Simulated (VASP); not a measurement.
Input of a VASP 6.6.1 run:

The input INCAR:

```
  PREC = Accurate
  ENCUT = 560
  EDIFF = 1E-7
  ISMEAR = -1
  SIGMA = 0.1
  LREAL = F
  LASPH = T
  NELM = 120
  ALGO = Normal
  ISIF = 3
  LWAVE = F
  LCHARG = F
  GGA = PE
  IBRION = 2
  NSW = 60
  EDIFFG = -0.005
  GGA_COMPAT = F
  NELMIN = 4
```

Contents of KPOINTS:

```
regular mesh
0
Gamma
  18 18 18
```

The input POSCAR:

```
Re
1.0
   -2.4103326608      2.4103326608      1.3256829634
    2.4103326608     -2.4103326608      1.3256829634
    2.4103326608      2.4103326608     -1.3256829634
Re
2
Direct
   -0.3750000000     -0.1250000000     -0.2500000000
    0.3750000000      0.1250000000      0.2500000000
```

Potentials or basis: VASP PAW PBE potentials, release 64 (Re_sv_GW).

Run with:

```bash
$ cat potpaw_PBE.64/Re_sv_GW/POTCAR > POTCAR
$ mpirun -np 1 vasp_std > vasp.out
```

**Question.** Predict the band gap on the k mesh.

**Answer.** Zero (bands 15 and 16 overlap by 2.10 eV).

**Question.** What does it give for the relaxed volume?

**Answer.** 16.42 Å³/atom.

**Question.** Estimate the space group after relaxing (to 0.1 Å).

**Answer.** I4_1/amd (No. 141).

**Question.** Predict the relaxed cell.

**Answer.** a = 3.783 Å, b = 3.783 Å, c = 3.783 Å, α = 96.79°, β = 96.79°, γ = 139.76°.

Final structure:
```
CELL_PARAMETERS angstrom
-2.51168 2.51168 1.30115
2.51168 -2.51168 1.30115
2.51168 2.51168 -1.30115
ATOMIC_POSITIONS crystal
Re 0.62500 0.87500 0.75000
Re 0.37500 0.12500 0.25000
```

Caveat: spin-orbit coupling is left out, which moves the levels of the heavy elements.
